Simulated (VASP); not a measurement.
# LaTe (Fm-3m) in VASP: notebook

Runs on LaTe. Level: LDA. Tasks: single point, relaxation of cell and atoms.

All numbers are computed with VASP 6.6.1; they aren't measurements. Logs are shortened: lines on timing, memory, paths and dates and some standing lists are left out, and cuts for length are marked.

**1. The cell of the first run**

Symmetry: Fm-3m, No. 225, cubic system. Conventional cell: a = 6.343 Å, b = 6.343 Å, c = 6.343 Å, α = 90.00°, β = 90.00°, γ = 90.00°. Within 4.2 Å of La (site symmetry m-3m) lie 6 Te at 3.17 Å. Within 4.2 Å of Te (site symmetry m-3m) lie 6 La at 3.17 Å.

**2. Single point, LDA**

Input file INCAR:

```
SYSTEM = LaTe
PREC = Accurate
ENCUT = 500
EDIFF = 1E-6
ISMEAR = -1
SIGMA = 0.05
LREAL = .False.
LASPH = .True.
NELM = 200
ALGO = Normal
ISIF = 2
LWAVE = .False.
LCHARG = .False.
GGA = CA
NBANDS = 16
GGA_COMPAT = .False.
LMAXMIX = 6
```

Input file KPOINTS:

```
regular mesh
0
Gamma
  6 6 6
  0 0 0
```

Input file POSCAR:

```
LaTe
1.0
    0.0000000000      3.1715590878      3.1715590878
    3.1715590878      0.0000000000      3.1715590878
    3.1715590878      3.1715590878      0.0000000000
La Te
1 1
Direct
    0.0000000000      0.0000000000      0.0000000000
    0.5000000000      0.5000000000      0.5000000000
```

Potentials or basis: VASP PAW LDA potentials, release 64 (La, Te).

Started as:

```bash
$ cat potpaw_LDA.64/La/POTCAR potpaw_LDA.64/Te/POTCAR > POTCAR
$ mpirun -np 1 vasp_std > vasp.out
```

OUTCAR:

```text
SYSTEM = LaTe
   PREC = Accurate
   ENCUT = 500
   EDIFF = 1E-6
   ISMEAR = -1
   LREAL = .False.
   LASPH = .True.
   NELM = 200
   ISIF = 2
   GGA = CA

 ion  position               nearest neighbor table
   1  0.000  0.000  0.000-   2 3.17   2 3.17   2 3.17   2 3.17   2 3.17   2 3.17
   2  0.500  0.500  0.500-   1 3.17   1 3.17   1 3.17   1 3.17   1 3.17   1 3.17

  LATTYP: Found a face centered cubic cell.
 ALAT       =     6.3431181756

  Lattice vectors:

 A1 = (   0.0000000000,   3.1715590878,   3.1715590878)
 A2 = (   3.1715590878,   0.0000000000,   3.1715590878)
 A3 = (   3.1715590878,   3.1715590878,   0.0000000000)

Analysis of symmetry for initial positions (statically):
=====================================================================
 Subroutine PRICEL returns:
 Original cell was already a primitive cell.

 Routine SETGRP: Setting up the symmetry group for a
 face centered cubic supercell.

 Subroutine GETGRP returns: Found 48 space group operations
 (whereof 48 operations were pure point group operations)
 out of a pool of 48 trial point group operations.

The static configuration has the point symmetry O_h .

Analysis of symmetry for dynamics (positions and initial velocities):
=====================================================================
 Subroutine PRICEL returns:
 Original cell was already a primitive cell.

 Routine SETGRP: Setting up the symmetry group for a
 face centered cubic supercell.

 Subroutine GETGRP returns: Found 48 space group operations
 (whereof 48 operations were pure point group operations)
 out of a pool of 48 trial point group operations.

The dynamic configuration has the point symmetry O_h .

 Subroutine INISYM returns: Found 48 space group operations
 (whereof 48 operations are pure point group operations),
 and found     1 'primitive' translations

----------------------------------------------------------------------------------------

                                     Primitive cell

  volume of cell :      63.8041

  direct lattice vectors                    reciprocal lattice vectors
     0.000000000  3.171559088  3.171559088    -0.157651170  0.157651170  0.157651170
     3.171559088  0.000000000  3.171559088     0.157651170 -0.157651170  0.157651170
     3.171559088  3.171559088  0.000000000     0.157651170  0.157651170 -0.157651170

  length of vectors
     4.485261876  4.485261876  4.485261876     0.273059836  0.273059836  0.273059836

  position of ions in fractional coordinates (direct lattice)
     0.000000000  0.000000000  0.000000000
     0.500000000  0.500000000  0.500000000

  ion indices of the primitive-cell ions
   primitive index   ion index
                 1           1
                 2           2

----------------------------------------------------------------------------------------

 KPOINTS: regular mesh

Automatic generation of k-mesh.
 Grid dimensions read from file:
 generate k-points for:    6    6    6

 Generating k-lattice:

  Cartesian coordinates                     Fractional coordinates (reciprocal lattice)
    -0.026275195  0.026275195  0.026275195     0.166666667  0.000000000  0.000000000
     0.026275195 -0.026275195  0.026275195     0.000000000  0.166666667  0.000000000
     0.026275195  0.026275195 -0.026275195     0.000000000  0.000000000  0.166666667

  Length of vectors
     0.045509973  0.045509973  0.045509973

  Shift w.r.t. Gamma in fractional coordinates (k-lattice)
     0.000000000  0.000000000  0.000000000

 Subroutine IBZKPT returns following result:
 ===========================================

 Found     16 irreducible k-points:

 Following reciprocal coordinates:
            Coordinates               Weight
  0.000000  0.000000  0.000000      1.000000
  0.166667  0.000000  0.000000      8.000000
  0.333333  0.000000  0.000000      8.000000
  0.500000  0.000000  0.000000      4.000000
  0.166667  0.166667  0.000000      6.000000
  0.333333  0.166667  0.000000     24.000000
[... 8 lines left out ...]
 -0.333333  0.333333  0.166667     24.000000
 -0.333333  0.500000  0.166667     12.000000
   k-points           NKPTS =     16   k-points in BZ     NKDIM =     16   number of bands    NBANDS=     16
   number of dos      NEDOS =    301   number of ions     NIONS =      2
   total plane-waves  NPLWV =  46656
   dimension x,y,z NGX =    36 NGY =   36 NGZ =   36
   dimension x,y,z NGXF=    72 NGYF=   72 NGZF=   72
   ions per type =               1   1
   NGX,Y,Z   is equivalent  to a cutoff of  13.34, 13.34, 13.34 a.u.
   NGXF,Y,Z  is equivalent  to a cutoff of  26.69, 26.69, 26.69 a.u.
 SYSTEM =  LaTe
   PREC   = accura    normal or accurate (medium, high low for compatibility)
   ISTART =      0    job   : 0-new  1-cont  2-samecut
   ICHARG =      2    charge: 1-file 2-atom 10-const
   ISPIN  =      1    spin polarized calculation?
   LNONCOLLINEAR =      F non collinear calculations
   LSORBIT =      F    spin-orbit coupling
   LASPH  =      T    aspherical Exc in radial PAW
   ENCUT  =  500.0 eV  36.75 Ry    6.06 a.u.   8.18  8.18  8.18*2*pi/ulx,y,z
   NELM   =    200;   NELMIN=  2; NELMDL= -5     # of ELM steps
   EDIFF  = 0.1E-05   stopping-criterion for ELM
   LREAL  =      F    real-space projection
   EDIFFG = 0.1E-04   stopping-criterion for IOM
   NSW    =      0    number of steps for IOM
   IBRION =     -1    ionic relax: 0-MD 1-quasi-New 2-CG
   NFREE  =      0    steps in history (QN), initial steepest desc. (CG)
   ISIF   =      2    stress and relaxation
   ISYM   =      2    0-nonsym 1-usesym 2-fastsym
   POTIM  = 0.5000    time-step for ionic-motion
   TEBEG  =    0.0;   TEEND  =   0.0 temperature during run
   PSTRESS=    0.0 pullay stress
   NELECT =      17.0000    total number of electrons
   NUPDOWN=      -1.0000    fix difference up-down
   EMIN   =  10.00;   EMAX   =-10.00  energy-range for DOS
   EFERMI =   0.00;   METHOD = LEGACY
   ISMEAR =    -1;   SIGMA  =   0.05  broadening in eV -4-tet -1-fermi 0-gaus
   EFERMI_NEDOS =   21; number of points for ismear=-14 and -15
   IALGO  =     38    algorithm
   IMIX   =      4    mixing-type and parameters
     AMIX     =   0.40;   BMIX     =  1.00
     AMIX_MAG =   1.60;   BMIX_MAG =  1.00
  volume/ion in A,a.u.               =      31.90       215.29
  Fermi-wavevector in a.u.,A,eV,Ry     =   1.053436  1.990706 15.098770  1.109728
  Thomas-Fermi vector in A             =   2.188558
   LORBIT       =      0    0 simple, 1 ext, 2 COOP (PROOUT), +10 PAW based schemes
   GGA     = CA    functional components
   LHFCALC =     F    Hartree Fock is set to
   AEXX    =    0.0000 exact exchange contribution
   IVDW    =     0    specifies the selected vdW correction
   LEPSILON=     F    determine dielectric tensor
   LRPA    =     F    only Hartree local field effects (RPA)
 non-spin polarized calculation
  energy-cutoff  :      500.00
  volume of cell :       63.80
 maximum number of plane-waves:      1639
 NGX is ok and might be reduce to    36
   NGX = 17   NGY = 17   NGZ = 17

 number of electron      17.0000000 magnetization

 Free energy of the ion-electron system (eV)
  ---------------------------------------------------
  ext. energy  EPLUGINS =         0.00000000
  ---------------------------------------------------
  free energy    TOTEN  =       -12.64417880 eV

  energy without entropy =      -12.63800181  energy(sigma->0) =      -12.64109031

 E-fermi :   8.6623     XC(G=0):  -9.9408

 val. band max:        8.6315881179   @ k =   0.1667   0.0000   0.0000
 cond. band min:       8.8141320901   @ k =  -0.1667   0.1667   0.0000
 fundamental gap:      0.1825439722
 Fermi energy:         8.6622888162

 k-point     1 :       0.0000    0.0000    0.0000
  band No.  band energies     occupation
      1     -24.5675      2.00000
      2      -8.2801      2.00000
      3      -8.2801      2.00000
      4      -8.2801      2.00000
      5      -3.7984      2.00000
      6       6.3486      2.00000
[... 8 lines left out ...]
     15      10.1357      0.00000
     16      10.1357      0.00000

 k-point     2 :       0.1667    0.0000    0.0000
  band No.  band energies     occupation
      1     -24.5603      2.00000
      2      -8.4481      2.00000
      3      -8.2839      2.00000
      4      -8.2839      2.00000
      5      -3.4852      2.00000
      6       5.2850      2.00000
[... 8 lines left out ...]
     15      10.1394      0.00000
     16      10.1897      0.00000

 k-point     3 :       0.3333    0.0000    0.0000
  band No.  band energies     occupation
      1     -24.5456      2.00000
      2      -8.7418      2.00000
      3      -8.2914      2.00000
      4      -8.2914      2.00000
      5      -2.8571      2.00000
      6       3.8670      2.00000
[... 8 lines left out ...]
     15      10.1467      0.00000
     16      10.4620      0.00000

 k-point     4 :       0.5000    0.0000    0.0000
  band No.  band energies     occupation
      1     -24.5383      2.00000
      2      -8.8730      2.00000
      3      -8.2950      2.00000
      4      -8.2950      2.00000
      5      -2.5268      2.00000
      6       3.2737      2.00000
[... 8 lines left out ...]
     15      10.1505      0.00000
     16      10.8970      0.00000
[... 172 lines left out ...]
 k-point    14 :       0.5000    0.3333    0.1667
  band No.  band energies     occupation
      1     -24.5357      2.00000
      2      -8.6682      2.00000
      3      -8.4349      2.00000
      4      -8.3469      2.00000
      5      -3.0071      2.00000
      6       4.1191      2.00000
[... 8 lines left out ...]
     15      10.1080      0.00000
     16      10.4476      0.00000

 k-point    15 :      -0.3333    0.3333    0.1667
  band No.  band energies     occupation
      1     -24.5308      2.00000
      2      -8.6745      2.00000
      3      -8.4716      2.00000
      4      -8.3814      2.00000
      5      -2.9644      2.00000
      6       4.1836      2.00000
[... 8 lines left out ...]
     15      10.1011      0.00000
     16      10.6503      0.00000

 k-point    16 :      -0.3333    0.5000    0.1667
  band No.  band energies     occupation
      1     -24.5282      2.00000
      2      -8.5810      2.00000
      3      -8.4749      2.00000
      4      -8.4723      2.00000
      5      -3.1922      2.00000
      6       4.8517      2.00000
[... 8 lines left out ...]
     15      10.1009      0.00000
     16      10.4959      0.00000

------------------------ aborting loop because EDIFF is reached ----------------------------------------

  FORCE on cell =-STRESS in cart. coord.  units (eV):
  Direction    XX          YY          ZZ          XY          YZ          ZX
  --------------------------------------------------------------------------------------
  -------------------------------------------------------------------------------------
  Total        0.0233634      0.0233634      0.0233634      0.0000000     -0.0000000      0.0000000
  in kB        0.5866764      0.5866764      0.5866764      0.0000000     -0.0000000      0.0000000
  external PRESSURE =       0.5866764 kB  Pullay stress =       0.0000000 kB

 VOLUME and BASIS-vectors are now :
 -----------------------------------------------------------------------------
  energy-cutoff  :      500.00
  volume of cell :       63.80
      direct lattice vectors                 reciprocal lattice vectors
     0.000000000  3.171559088  3.171559088    -0.157651170  0.157651170  0.157651170
     3.171559088  0.000000000  3.171559088     0.157651170 -0.157651170  0.157651170
     3.171559088  3.171559088  0.000000000     0.157651170  0.157651170 -0.157651170

 POSITION                                       TOTAL-FORCE (eV/Angst)
 -----------------------------------------------------------------------------------
      0.00000      0.00000      0.00000         0.000000      0.000000      0.000000
      3.17156      3.17156      3.17156         0.000000      0.000000     -0.000000
 -----------------------------------------------------------------------------------
    total drift:                                0.000000      0.000000      0.000000

  FREE ENERGIE OF THE ION-ELECTRON SYSTEM (eV)
  ---------------------------------------------------
  free  energy   TOTEN  =       -12.6441788033 eV

  energy  without entropy=      -12.6380018103  energy(sigma->0) =      -12.64109031
```

Wall time 21 s (1 thread of Intel Xeon Platinum 8488C (Sapphire Rapids), shared host); peak memory 0.18 GiB.

What came out:

```yaml
Free_energy: -12.6442 eV
Pressure: 0.1 GPa
Band_gap_on_the_k_mesh: zero (an odd number of electrons rules out a gap without spin polarisation)
```

Levels at points of the mesh, in eV from the Fermi level:
| k point | band 5 | band 6 | band 7 | band 8 | band 9 | band 10 | band 11 | band 12 | band 13 | band 14 |
| --- | --- | --- | --- | --- | --- | --- | --- | --- | --- | --- |
| (0.00, 0.00, 0.00) | -12.46 | -2.31 | -2.31 | -2.31 | -0.09 | -0.09 | -0.09 | 0.65 | 0.65 | 0.99 |
| (0.50, 0.00, 0.00) | -11.19 | -5.39 | -4.01 | -4.01 | 0.74 | 1.10 | 1.10 | 1.34 | 1.34 | 1.44 |
| (0.50, 0.50, 0.00) | -12.11 | -3.62 | -2.70 | -2.70 | -1.75 | 1.21 | 1.21 | 1.30 | 1.30 | 1.44 |

Caveat: spin-orbit coupling is left out, which moves the levels of the heavy elements.

**3. Relaxation of cell and atoms, LDA**

This run uses another cell than the first one, of 33.39 Å³/atom.

Input file INCAR:

```
SYSTEM = LaTe
ALGO = Normal
EDIFF = 1E-7
EDIFFG = -0.03
ENCUT = 500
GGA_COMPAT = .False.
IBRION = 2
ISIF = 3
ISMEAR = -1
LASPH = .True.
LCHARG = .False.
LMAXMIX = 6
LREAL = .False.
LWAVE = .False.
NELM = 200
NELMIN = 4
NSW = 80
PREC = Accurate
SIGMA = 0.05
```

Input file KPOINTS:

```
k-points
0
Gamma
  6 6 6
  0 0 0
```

Input file POSCAR:

```
LaTe
1.0
    0.0000000000      3.2200000000      3.2200000000
    3.2200000000      0.0000000000      3.2200000000
    3.2200000000      3.2200000000      0.0000000000
La Te
1 1
Direct
    0.0000000000      0.0000000000      0.0000000000
    0.5000000000      0.5000000000      0.5000000000
```

Potentials or basis: VASP PAW LDA potentials, release 64 (La, Te).

Started as:

```bash
$ cat potpaw_LDA.64/La/POTCAR potpaw_LDA.64/Te/POTCAR > POTCAR
$ mpirun -np 1 vasp_std > vasp.out
```

Run time: 40 s. Hardware: 1 thread of Intel Xeon Platinum 8488C (Sapphire Rapids), shared host; peak memory 0.19 GiB.

It converged, with:

- Free energy: -12.6444 eV
- Relaxed volume: 31.93 Å³/atom
- Relaxed cell: a = 4.487 Å, b = 4.487 Å, c = 4.487 Å, α = 60.00°, β = 60.00°, γ = 60.00°
- Space group after relaxing (to 0.1 Å): Fm-3m (No. 225)
- Energy gained by relaxing: 12.7 meV/atom
- Ionic steps: 3
- Pressure after relaxing: 0.0 GPa
- Band gap on the k mesh: zero (an odd number of electrons rules out a gap without spin polarisation)

The path:
| step | energy change (eV) | largest force (eV/Å) | pressure (GPa) | volume (Å³) |
| --- | --- | --- | --- | --- |
| 1 | 0.0000 | 0.0000 | -2.67 | 66.77 |
| 2 | -0.0068 | 0.0000 | 2.66 | 61.54 |
| 3 | -0.0254 | 0.0000 | -0.02 | 63.87 |

Final structure:
```cif
data_structure
_symmetry_space_group_name_H-M 'P 1'
_symmetry_Int_Tables_number 1
_cell_length_a 4.4868
_cell_length_b 4.4868
_cell_length_c 4.4868
_cell_angle_alpha 60.000
_cell_angle_beta 60.000
_cell_angle_gamma 60.000
_cell_volume 63.87
loop_
_atom_site_label
_atom_site_type_symbol
_atom_site_fract_x
_atom_site_fract_y
_atom_site_fract_z
_atom_site_occupancy
La1 La 0.00000 0.00000 0.00000 1
Te1 Te 0.50000 0.50000 0.50000 1
```

Levels at points of the mesh, in eV from the Fermi level:
```tsv
k point	band 6	band 7	band 8	band 9	band 10	band 11	band 12
(0.00, 0.00, 0.00)	-2.31	-2.31	-2.31	-0.09	-0.09	-0.09	0.64
(0.50, 0.00, 0.00)	-5.39	-4.01	-4.01	0.74	1.10	1.10	1.34
(0.50, 0.50, 0.00)	-3.62	-2.70	-2.70	-1.75	1.21	1.21	1.29
```

Caveat: spin-orbit coupling is left out, which moves the levels of the heavy elements.
